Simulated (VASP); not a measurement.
# CuO in VASP: further runs

The runs below take CuO through single point, relaxation of cell and atoms, with BLYP, RPBE, PBEsol, PBEsol+U, r2SCAN+D3(BJ).

All numbers are computed with VASP 6.6.1; they aren't measurements. Logs are shortened: lines on timing, memory, paths and dates and some standing lists are left out, and cuts for length are marked.

### 1 The cell of the first run

The typed cell holds 4 atoms: a = 2.994 Å, b = 2.994 Å, c = 5.196 Å, α = 89.99°, β = 89.99°, γ = 89.97°.

### 2 Single point, BLYP

The input, INCAR:

```
PREC = Accurate
ENCUT = 820
EDIFF = 1E-6
ISMEAR = -1
SIGMA = 0.05
LREAL = False
LASPH = True
NELM = 120
ALGO = Normal
ISIF = 2
LWAVE = False
LCHARG = False
GGA = B5
ALDAX = 1.0
AGGAX = 1.0
AGGAC = 1.0
ALDAC = 0.0
NBANDS = 33
GGA_COMPAT = False
```

The input, KPOINTS:

```
Automatic mesh
0
Gamma
  9 9 5
```

The input, POSCAR:

```
CuO
1.0
    2.9942133578     -0.0194320533     -0.0049471752
    0.0211987641      2.9942018817     -0.0049392196
    0.0091826880      0.0090577264      5.1964150043
Cu O
2 2
Direct
    0.0000000000      0.5000000000      0.0000000000
    0.5000000000      0.0000000000      0.5000000000
    0.9999697637      0.0000315968      0.7499998888
    0.0000302363      0.9999684032      0.2500001112
```

Potentials or basis: VASP PAW PBE potentials, release 64 (Cu_sv_GW, O).

Started as:

```
cat potpaw_PBE.64/Cu_sv_GW/POTCAR potpaw_PBE.64/O/POTCAR > POTCAR
mpirun -np 1 vasp_std > vasp.out
```

OUTCAR:

```text
PREC = Accurate
   ENCUT = 820
   EDIFF = 1E-6
   ISMEAR = -1
   LREAL = False
   LASPH = True
   NELM = 120
   ISIF = 2
   GGA = B5

 ion  position               nearest neighbor table
   1  0.000  0.500  0.000-   3 1.98   4 1.98   4 1.98   3 1.98
   2  0.500  0.000  0.500-   4 1.98   3 1.98   4 1.98   3 1.98
   3  1.000  0.000  0.750-   2 1.98   1 1.98   2 1.98   1 1.98
   4  0.000  1.000  0.250-   2 1.98   1 1.98   2 1.98   1 1.98

  LATTYP: Found a base centered monoclinic cell.
 ALAT       =     4.2358073065
 B/A-ratio  =     0.9994074101
 C/A-ratio  =     1.2267864508
 COS(beta)  =    -0.0001481267

  Lattice vectors:

 A1 = (  -2.9942133578,   0.0194320533,   0.0049471752)
 A2 = (  -0.0211987641,  -2.9942018817,   0.0049392196)
 A3 = (   0.0091826880,   0.0090577264,   5.1964150043)

Analysis of symmetry for initial positions (statically):
=====================================================================
 Subroutine PRICEL returns:
 Original cell was already a primitive cell.

 Routine SETGRP: Setting up the symmetry group for a
 base centered monoclinic supercell.

 Subroutine GETGRP returns: Found  4 space group operations
 (whereof  2 operations were pure point group operations)
 out of a pool of  4 trial point group operations.

The static configuration has the point symmetry S_2 .
 The point group associated with its full space group is C_2h.

Analysis of symmetry for dynamics (positions and initial velocities):
=====================================================================
 Subroutine PRICEL returns:
 Original cell was already a primitive cell.

 Routine SETGRP: Setting up the symmetry group for a
 base centered monoclinic supercell.

 Subroutine GETGRP returns: Found  4 space group operations
 (whereof  2 operations were pure point group operations)
 out of a pool of  4 trial point group operations.

The dynamic configuration has the point symmetry S_2 .
 The point group associated with its full space group is C_2h.

 Subroutine INISYM returns: Found  4 space group operations
 (whereof  2 operations are pure point group operations),
 and found     1 'primitive' translations

----------------------------------------------------------------------------------------

                                     Primitive cell

  volume of cell :      46.5897

  direct lattice vectors                    reciprocal lattice vectors
     2.994213358 -0.019432053 -0.004947175     0.333961217 -0.002365391 -0.000586026
     0.021198764  2.994201882 -0.004939220     0.002166405  0.333962512 -0.000585949
     0.009182688  0.009057726  5.196415004     0.000320002  0.000315181  0.192439250

  length of vectors
     2.994280500  2.994280997  5.196431012     0.333970108  0.333970052  0.192439774

  position of ions in fractional coordinates (direct lattice)
     0.000000000  0.500000000  0.000000000
     0.500000000  1.000000000  0.500000000
     0.999969764  0.000031597  0.749999889
     0.000030236  0.999968403  0.250000111

  ion indices of the primitive-cell ions
   primitive index   ion index
                 1           1
                 2           2
                 3           3
                 4           4

----------------------------------------------------------------------------------------

 KPOINTS: Automatic mesh

Automatic generation of k-mesh.
 Grid dimensions read from file:
 generate k-points for:    9    9    5

 Generating k-lattice:

  Cartesian coordinates                     Fractional coordinates (reciprocal lattice)
     0.037106802 -0.000262821 -0.000065114     0.111111111 -0.000000000  0.000000000
     0.000240712  0.037106946 -0.000065105    -0.000000000  0.111111111 -0.000000000
     0.000064000  0.000063036  0.038487850     0.000000000  0.000000000  0.200000000

  Length of vectors
     0.037107790  0.037107784  0.038487955

  Shift w.r.t. Gamma in fractional coordinates (k-lattice)
     0.000000000  0.000000000  0.000000000

 Subroutine IBZKPT returns following result:
 ===========================================

 Found    115 irreducible k-points:

 Following reciprocal coordinates:
            Coordinates               Weight
  0.000000  0.000000  0.000000      1.000000
  0.111111  0.000000 -0.000000      4.000000
  0.222222  0.000000  0.000000      4.000000
  0.333333  0.000000 -0.000000      4.000000
  0.444444  0.000000  0.000000      4.000000
  0.111111  0.111111  0.000000      2.000000
[... 16 lines left out ...]
 -0.333333  0.333333  0.000000      2.000000
  0.444444  0.444444  0.000000      2.000000
 [... further k-points ...]
   k-points           NKPTS =    115   k-points in BZ     NKDIM =    115   number of bands    NBANDS=     33
   number of dos      NEDOS =    301   number of ions     NIONS =      4
   total plane-waves  NPLWV =  39200
   dimension x,y,z NGX =    28 NGY =   28 NGZ =   50
   dimension x,y,z NGXF=    56 NGYF=   56 NGZF=  100
   ions per type =               2   2
   NGX,Y,Z   is equivalent  to a cutoff of  15.55, 15.55, 16.00 a.u.
   NGXF,Y,Z  is equivalent  to a cutoff of  31.09, 31.09, 31.99 a.u.
 SYSTEM =  unknown system
   PREC   = accura    normal or accurate (medium, high low for compatibility)
   ISTART =      0    job   : 0-new  1-cont  2-samecut
   ICHARG =      2    charge: 1-file 2-atom 10-const
   ISPIN  =      1    spin polarized calculation?
   LNONCOLLINEAR =      F non collinear calculations
   LSORBIT =      F    spin-orbit coupling
   LASPH  =      T    aspherical Exc in radial PAW
   ENCUT  =  820.0 eV  60.27 Ry    7.76 a.u.   6.99  6.99 12.13*2*pi/ulx,y,z
   NELM   =    120;   NELMIN=  2; NELMDL= -5     # of ELM steps
   EDIFF  = 0.1E-05   stopping-criterion for ELM
   LREAL  =      F    real-space projection
   EDIFFG = 0.1E-04   stopping-criterion for IOM
   NSW    =      0    number of steps for IOM
   IBRION =     -1    ionic relax: 0-MD 1-quasi-New 2-CG
   NFREE  =      0    steps in history (QN), initial steepest desc. (CG)
   ISIF   =      2    stress and relaxation
   ISYM   =      2    0-nonsym 1-usesym 2-fastsym
   POTIM  = 0.5000    time-step for ionic-motion
   TEBEG  =    0.0;   TEEND  =   0.0 temperature during run
   PSTRESS=    0.0 pullay stress
   NELECT =      50.0000    total number of electrons
   NUPDOWN=      -1.0000    fix difference up-down
   EMIN   =  10.00;   EMAX   =-10.00  energy-range for DOS
   EFERMI =   0.00;   METHOD = LEGACY
   ISMEAR =    -1;   SIGMA  =   0.05  broadening in eV -4-tet -1-fermi 0-gaus
   EFERMI_NEDOS =   21; number of points for ismear=-14 and -15
   IALGO  =     38    algorithm
   IMIX   =      4    mixing-type and parameters
     AMIX     =   0.40;   BMIX     =  1.00
     AMIX_MAG =   1.60;   BMIX_MAG =  1.00
  volume/ion in A,a.u.               =      11.65        78.60
  Fermi-wavevector in a.u.,A,eV,Ry     =   1.676106  3.167381 38.223269  2.809331
  Thomas-Fermi vector in A             =   2.760607
   LORBIT       =      0    0 simple, 1 ext, 2 COOP (PROOUT), +10 PAW based schemes
   GGA     = B5    functional components
   LHFCALC =     F    Hartree Fock is set to
   AEXX    =    0.0000 exact exchange contribution
   IVDW    =     0    specifies the selected vdW correction
   LEPSILON=     F    determine dielectric tensor
   LRPA    =     F    only Hartree local field effects (RPA)
 non-spin polarized calculation
  energy-cutoff  :      820.00
  volume of cell :       46.59
 maximum number of plane-waves:      2514
   NGX = 13   NGY = 13   NGZ = 25

 number of electron      49.9999991 magnetization

 Free energy of the ion-electron system (eV)
  ---------------------------------------------------
  ext. energy  EPLUGINS =         0.00000000
  ---------------------------------------------------
  free energy    TOTEN  =       -18.45942926 eV

  energy without entropy =      -18.43969591  energy(sigma->0) =      -18.44956258

 E-fermi :   4.6063     XC(G=0): -10.8887

 val. band max:        4.5828835246   @ k =  -0.1111   0.1111   0.4000
 cond. band min:       4.6124170006   @ k =  -0.4444  -0.0000   0.2000
 fundamental gap:      0.0295334760
 Fermi energy:         4.6063052396

 k-point     1 :       0.0000    0.0000    0.0000
  band No.  band energies     occupation
      1    -107.4775      2.00000
      2    -107.4772      2.00000
      3     -65.2497      2.00000
      4     -65.2496      2.00000
      5     -65.2209      2.00000
      6     -65.2163      2.00000
[... 25 lines left out ...]
     32      18.7020      0.00000
     33      19.9515      0.00000

 k-point     2 :       0.1111    0.0000   -0.0000
  band No.  band energies     occupation
      1    -107.4776      2.00000
      2    -107.4772      2.00000
      3     -65.2509      2.00000
      4     -65.2496      2.00000
      5     -65.2206      2.00000
      6     -65.2165      2.00000
[... 25 lines left out ...]
     32      18.8553      0.00000
     33      19.2683      0.00000

 k-point     3 :       0.2222    0.0000    0.0000
  band No.  band energies     occupation
      1    -107.4773      2.00000
      2    -107.4772      2.00000
      3     -65.2536      2.00000
      4     -65.2494      2.00000
      5     -65.2201      2.00000
      6     -65.2166      2.00000
[... 25 lines left out ...]
     32      19.0380      0.00000
     33      20.0981      0.00000

 k-point     4 :       0.3333    0.0000   -0.0000
  band No.  band energies     occupation
      1    -107.4772      2.00000
      2    -107.4771      2.00000
      3     -65.2566      2.00000
      4     -65.2493      2.00000
      5     -65.2191      2.00000
      6     -65.2168      2.00000
[... 25 lines left out ...]
     32      18.2287      0.00000
     33      18.9819      0.00000

 k-point     5 :       0.4444    0.0000    0.0000
  band No.  band energies     occupation
      1    -107.4772      2.00000
      2    -107.4771      2.00000
      3     -65.2588      2.00000
      4     -65.2492      2.00000
      5     -65.2183      2.00000
      6     -65.2175      2.00000
[... 604 lines left out ...]
 k-point    22 :      -0.4444    0.3333   -0.0000
  band No.  band energies     occupation
      1    -107.4769      2.00000
      2    -107.4769      2.00000
      3     -65.2586      2.00000
      4     -65.2557      2.00000
      5     -65.2177      2.00000
      6     -65.2173      2.00000
[... 25 lines left out ...]
     32      15.6486      0.00000
     33      17.5274      0.00000

 k-point    23 :      -0.3333    0.3333    0.0000
  band No.  band energies     occupation
      1    -107.4771      2.00000
      2    -107.4770      2.00000
      3     -65.2571      2.00000
      4     -65.2555      2.00000
      5     -65.2182      2.00000
      6     -65.2171      2.00000
[... 25 lines left out ...]
     32      15.6580      0.00000
     33      18.3332      0.00000

 k-point    24 :       0.4444    0.4444    0.0000
  band No.  band energies     occupation
      1    -107.4769      2.00000
      2    -107.4768      2.00000
      3     -65.2592      2.00000
      4     -65.2569      2.00000
      5     -65.2175      2.00000
      6     -65.2174      2.00000
[... 25 lines left out ...]
     32      15.7687      0.00000
     33      16.5984      0.00000

 [... further k-points ...]

------------------------ aborting loop because EDIFF is reached ----------------------------------------

  FORCE on cell =-STRESS in cart. coord.  units (eV):
  Direction    XX          YY          ZZ          XY          YZ          ZX
  --------------------------------------------------------------------------------------
  -------------------------------------------------------------------------------------
  Total       -0.1922712     -0.1922207     -0.1308078     -0.0018626     -0.0004862     -0.0004906
  in kB       -6.6120286     -6.6102924     -4.4983581     -0.0640543     -0.0167215     -0.0168719
  external PRESSURE =      -5.9068930 kB  Pullay stress =       0.0000000 kB

 VOLUME and BASIS-vectors are now :
 -----------------------------------------------------------------------------
  energy-cutoff  :      820.00
  volume of cell :       46.59
      direct lattice vectors                 reciprocal lattice vectors
     2.994213358 -0.019432053 -0.004947175     0.333961217 -0.002365391 -0.000586026
     0.021198764  2.994201882 -0.004939220     0.002166405  0.333962512 -0.000585949
     0.009182688  0.009057726  5.196415004     0.000320002  0.000315181  0.192439250

 POSITION                                       TOTAL-FORCE (eV/Angst)
 -----------------------------------------------------------------------------------
      0.01060      1.49710     -0.00247         0.000000      0.000000      0.000000
      1.50170     -0.00519      2.59573         0.000000      0.000000      0.000000
      3.00101     -0.01254      3.89236        -0.000042      0.000043      0.000000
      0.02358      2.99637      1.29417         0.000042     -0.000043     -0.000000
 -----------------------------------------------------------------------------------
    total drift:                                0.000000      0.000000      0.000000

  FREE ENERGIE OF THE ION-ELECTRON SYSTEM (eV)
  ---------------------------------------------------
  free  energy   TOTEN  =       -18.4594292581 eV

  energy  without entropy=      -18.4396959119  energy(sigma->0) =      -18.44956258
```

It took 4.1 min on 1 thread of Intel Xeon Platinum 8488C (Sapphire Rapids), shared host; peak memory 0.45 GiB.

What came out:

| Property | Result |
| --- | --- |
| Free energy | -18.4594 eV |
| Pressure | -0.6 GPa |
| Band gap on the k mesh | zero (bands 25 and 26 overlap by 0.88 eV) |

Caveat: the PAW data sets were made with another functional, which shifts forces and pressure a little; semilocal functionals often make such compounds metallic where correlation or magnetic order opens a gap, which also shifts bond lengths. With open d or f shells a metallic result of BLYP can be an artefact of self-interaction; +U or a hybrid may open a gap.

### 3 Single point, RPBE

This run uses another cell than the first one, of 10.09 Å³/atom.

The input, INCAR:

```
  PREC = Accurate
  ENCUT = 820
  EDIFF = 1E-6
  ISMEAR = -1
  SIGMA = 0.05
  LREAL = F
  LASPH = T
  NELM = 120
  ALGO = Normal
  ISIF = 2
  LWAVE = F
  LCHARG = F
  GGA = RP
  NBANDS = 33
  GGA_COMPAT = F
```

The input, KPOINTS:

```
regular mesh
0
Gamma
  9 9 5
```

The input, POSCAR:

```
CuO
1.0
    2.8207191443      0.0000000000      0.0000000000
    0.0382751310      2.8205021813      0.0000000000
    0.0171382374      0.0168928653      5.0706699737
Cu O
2 2
Direct
    0.0000000000      0.5000000000      0.0000000000
    0.5000000000      0.0000000000      0.5000000000
    0.9984239700      0.0016717800      0.7498871000
    0.0015760300      0.9983282200      0.2501129000
```

Potentials or basis: VASP PAW PBE potentials, release 64 (Cu_sv_GW, O).

Started as:

```
cat potpaw_PBE.64/Cu_sv_GW/POTCAR potpaw_PBE.64/O/POTCAR > POTCAR
mpirun -np 1 vasp_std > vasp.out
```

Wall time 9.2 min (1 thread of Intel Xeon Platinum 8375C at 2.90GHz (Ice Lake), shared host); peak memory 0.58 GiB.

It converged, with:

| Item | Value |
| --- | --- |
| Free energy | -17.8098 eV |
| Pressure | 23.6 GPa |
| Largest force | 0.013 eV/Å |
| Band gap on the k mesh | zero (bands 25 and 26 overlap by 0.98 eV) |

Forces on the atoms (eV/Å):
```
Cu   0.000  0.000  0.000
Cu   0.000  0.000  0.000
O   -0.002  0.001  0.013
O    0.002 -0.001 -0.013
```

Stress tensor (GPa, compression positive):
```
22.15  0.09  0.06
 0.09 22.07  0.08
 0.06  0.08 26.55
```

Levels at points of the mesh, in eV from the Fermi level:
| k point | band 22 | band 23 | band 24 | band 25 | band 26 | band 27 | band 28 | band 29 |
| --- | --- | --- | --- | --- | --- | --- | --- | --- |
| (0.00, 0.00, 0.00) | -2.66 | -2.56 | -2.22 | 0.69 | 0.73 | 1.68 | 6.26 | 7.67 |

Caveat: the cell stands under pressure; the PAW data sets were made with another functional, which shifts forces and pressure a little; semilocal functionals often make such compounds metallic where correlation or magnetic order opens a gap, which also shifts bond lengths. With open d or f shells a metallic result of RPBE can be an artefact of self-interaction; +U or a hybrid may open a gap.

### 4 Relaxation of cell and atoms, PBEsol, target pressure 30 GPa, at which the enthalpy is minimised

This run uses another cell than the first one, of 10.73 Å³/atom.

The input, INCAR:

```
SYSTEM = CuO
  PREC = Accurate
  ENCUT = 600
  EDIFF = 1E-7
  ISMEAR = -1
  SIGMA = 0.05
  LREAL = .False.
  LASPH = .True.
  NELM = 80
  ALGO = Normal
  ISIF = 3
  LWAVE = .False.
  LCHARG = .False.
  GGA = PS
  IBRION = 2
  NSW = 80
  EDIFFG = -0.02
  PSTRESS = 300.0
```

The input, KPOINTS:

```
regular mesh
0
Gamma
  9 9 5
  0 0 0
```

The input, POSCAR:

```
CuO
1.0
    2.8795009639      0.0000000000      0.0000000000
    0.0390727580      2.8792794796      0.0000000000
    0.0174953863      0.0172449008      5.1763391994
Cu O
2 2
Direct
    0.0000000000      0.5000000000      0.0000000000
    0.5000000000      0.0000000000      0.5000000000
    0.9984239700      0.0016717800      0.7498871000
    0.0015760300      0.9983282200      0.2501129000
```

Potentials or basis: VASP PAW PBE potentials, release 64 (Cu, O).

Started as:

```
cat potpaw_PBE.64/Cu/POTCAR potpaw_PBE.64/O/POTCAR > POTCAR
mpirun -np 1 vasp_std > vasp.out
```

Run time: 14 min. Hardware: 1 thread of AMD EPYC 9R45 (Zen 5), shared host; peak memory 0.3 GiB.

The run converged. Its results:

* Free energy: -20.9935 eV
* Relaxed volume: 9.21 Å³/atom
* Relaxed cell: a = 2.680 Å, b = 2.679 Å, c = 5.133 Å, α = 89.73°, β = 89.74°, γ = 89.07°
* Space group after relaxing (to 0.1 Å): P4_2/mmc (No. 131)
* Energy change on relaxing (the run minimises the enthalpy): +122.2 meV/atom
* Ionic steps: 10
* Pressure after relaxing: 29.9 GPa
* Largest force after relaxing: 0.020 eV/Å
* Band gap on the k mesh: zero (bands 17 and 18 overlap by 1.03 eV)

Forces in eV/Å, atoms in the order of the input:
```
Cu   0.000  0.000  0.000
Cu   0.000  0.000  0.000
O   -0.010  0.013 -0.010
O    0.010 -0.013  0.010
```

Stress tensor (GPa, compression positive):
```
29.87  0.26  0.02
 0.26 29.97  0.00
 0.02  0.00 29.86
```

Step by step:
```tsv
step	energy change (eV)	largest force (eV/Å)	pressure (GPa)	volume (Å³)
1	0.0000	0.0124	-1.39	42.92
2	3.0541	0.0436	113.90	31.14
3	0.3704	0.0124	27.75	37.77
4	0.4061	0.0125	29.35	37.57
5	0.4252	0.0128	30.17	37.47
6	0.4398	0.0137	30.32	37.24
7	0.5243	0.0370	30.81	36.67
8	0.5069	0.0333	30.73	36.76
9	0.4565	0.0189	28.38	37.03
10	0.4889	0.0195	29.90	36.85
```

Final structure:
```cif
data_structure
_symmetry_space_group_name_H-M 'P 1'
_symmetry_Int_Tables_number 1
_cell_length_a 2.6800
_cell_length_b 2.6795
_cell_length_c 5.1329
_cell_angle_alpha 89.728
_cell_angle_beta 89.744
_cell_angle_gamma 89.069
_cell_volume 36.85
loop_
_atom_site_label
_atom_site_type_symbol
_atom_site_fract_x
_atom_site_fract_y
_atom_site_fract_z
_atom_site_occupancy
Cu1 Cu 0.00000 0.50000 0.00000 1
Cu2 Cu 0.50000 0.00000 0.50000 1
O1 O 0.99806 0.00198 0.75007 1
O2 O 0.00194 0.99802 0.24993 1
```

Levels at points of the mesh, in eV from the Fermi level:
```tsv
k point	band 14	band 15	band 16	band 17	band 18	band 19	band 20	band 21
(0.00, 0.00, 0.00)	-2.85	-2.78	-2.70	0.67	0.72	1.92	6.51	7.79
```

Caveat: the cell is relaxed towards a set pressure, so the run minimises the enthalpy, not the energy; the PAW data sets were made with another functional, which shifts forces and pressure a little; semilocal functionals often make such compounds metallic where correlation or magnetic order opens a gap, which also shifts bond lengths. With open d or f shells a metallic result of PBEsol can be an artefact of self-interaction; +U or a hybrid may open a gap.

[end of part 1 of 2]

The gap in the log of VASP goes by the Fermi energy; the results here count the filled bands.